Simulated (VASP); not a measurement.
Crystal: TiRe.

```
Ti Re
1.0
     3.11800    0.00000    0.00000
     0.00000    3.11800    0.00000
     0.00000    0.00000    3.11800
Ti Re
1 1
Cartesian
  1.5590 1.5590 1.5590
  0.0000 0.0000 0.0000
```

Base run:

```yaml
Program: VASP 6.6.1
Functional: PBEsol
Potentials_or_basis: VASP PAW PBE potentials, release 64 (Ti_sv, Re)
Cutoff: 520 eV
k_mesh: 6 × 6 × 6
Occupations: gaussian, width 0.05 eV
Spin: no spin polarisation
```

Its results: pressure -8.4 GPa.

Problem. The run is repeated on the same cell with these changes: functional from PBEsol to BLYP. What comes out?

Solution. Pressure 8.2 GPa.

BLYP binds less tightly than PBEsol, so the same cell stands under more pressure.

Caveats: the PAW data sets were made with another functional, which shifts forces and pressure a little.
